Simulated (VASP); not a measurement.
Input of a VASP 6.6.1 run:

File INCAR:

```
SYSTEM = InSe
  PREC = Accurate
  ENCUT = 400
  EDIFF = 1E-6
  ISMEAR = 0
  SIGMA = 0.05
  LREAL = .False.
  LASPH = .True.
  NELM = 120
  ALGO = Normal
  ISIF = 2
  LWAVE = .False.
  LCHARG = .False.
  LDIPOL = .True.
  IDIPOL = 3
  DIPOL = 0.5 0.5 0.406
  GGA = PE
  IVDW = 12
  NBANDS = 48
  GGA_COMPAT = .False.
  NELMDL = -8
```

Contents of KPOINTS:

```
regular mesh
0
Gamma
  9 9 1
  0 0 0
```

POSCAR

```
InSe
1.0
    4.0266104108      0.0000000000      0.0000000000
   -2.0133052054      3.4871469069      0.0000000000
    0.0000000000      0.0000000000     28.2707105452
Se In
4 4
Direct
    0.0000000000      0.0000000000      0.1591753413
    0.0000000000      0.0000000000      0.3494864046
    0.1111111111      0.4444444444      0.4623406544
    0.1111111111      0.4444444444      0.6526829338
    0.6666666667      0.3333333333      0.2049602545
    0.6666666667      0.3333333333      0.3037932478
    0.7777777778      0.7777777778      0.5080515712
    0.7777777778      0.7777777778      0.6068880148
```

Potentials or basis: VASP PAW PBE potentials, release 64 (Se, In_d).

Run with:

```console
$ cat potpaw_PBE.64/Se/POTCAR potpaw_PBE.64/In_d/POTCAR > POTCAR
$ mpirun -np 1 vasp_std > vasp.out
```

**Question.** What does it give for the dispersion energy per atom?

**Answer.** -0.255 eV.

**Question.** Estimate the band gap on the k mesh.

**Answer.** 1.08 eV (least direct gap 1.13 eV).

Forces in eV/Å, atoms in the order of the input:
```
Se   0.000 -0.002 -0.018
Se   0.008 -0.073  0.017
Se  -0.019  0.061 -0.017
Se  -0.001  0.001  0.016
In   0.000 -0.006  0.015
In   0.006  0.013 -0.016
In   0.008  0.003  0.016
In  -0.002  0.003 -0.014
```

Caveat: the cell differs from its parent crystal (layers slid over each other, then relaxed in part); spin-orbit coupling is left out, which moves the levels of the heavy elements.
